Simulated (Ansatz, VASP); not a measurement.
ZrB2: VASP beside Ansatz

```
Zr B
1.0
     3.13334    0.00000    0.00000
    -1.56667    2.71355    0.00000
     0.00000    0.00000    3.48906
Zr B
1 2
Direct
  0.00000 0.00000 0.00000
  0.33333 0.66667 0.50000
  0.66667 0.33333 0.50000
```

Alike in both runs: functional LDA; k mesh 18 × 18 × 12; occupations fermi-dirac, width 0.15 eV; no spin polarisation.

Ansatz relaxed the structure, and its values are those at the end. VASP's run is a single point on that final structure, the one shown.

|  | VASP | Ansatz |
| --- | --- | --- |
| version | VASP 6.6.1 | Ansatz 0.2.0 |
| potentials or method | VASP PAW LDA potentials, release 64 (Zr_sv, B), cutoff 520 eV | scalar-relativistic, plane waves, PAW |
| valence electrons in the cell | 18 | 18 |

```tsv
	VASP	Ansatz	Ansatz less VASP
gap on the k mesh at the Fermi level (eV)	none	none	-
pressure (GPa)	0.4	0.0	-0.45
```

Ansatz warns that its potentials were made for another functional, while VASP's fit it. LDA's correlation is that of Perdew and Zunger in VASP and of Perdew and Wang (1992) in Ansatz. A gap of «none» marks a metal or a gap that the smearing closes.
